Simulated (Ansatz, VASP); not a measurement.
## AlN in VASP and in Ansatz

```
CELL_PARAMETERS angstrom
0.00000 1.90809 1.90809
1.90809 0.00000 1.90809
1.90809 1.90809 0.00000
ATOMIC_POSITIONS crystal
Al 0.50000 0.50000 0.50000
N 0.00000 0.00000 0.00000
```

Alike in both runs: task single point; functional PBEsol; k mesh 10 × 10 × 10; occupations gaussian, width 0.05 eV; no spin polarisation.

|  | VASP | Ansatz |
| --- | --- | --- |
| version | VASP 6.6.1 | Ansatz 0.2.0 |
| potentials or method | VASP PAW PBE potentials, release 64 (Al, N), cutoff 520 eV | scalar-relativistic, plane waves, PAW |
| valence electrons in the cell | 8 | 8 |

|  | VASP | Ansatz | Ansatz less VASP |
| --- | --- | --- | --- |
| gap on the k mesh at the Fermi level (eV) | 4.76 | 4.76 | -0.002 |
| least direct gap on the mesh (eV) | 8.06 | 8.06 | -0.006 |

VASP's potentials were made for PBE, not for PBEsol, and Ansatz warns of the same on its side.
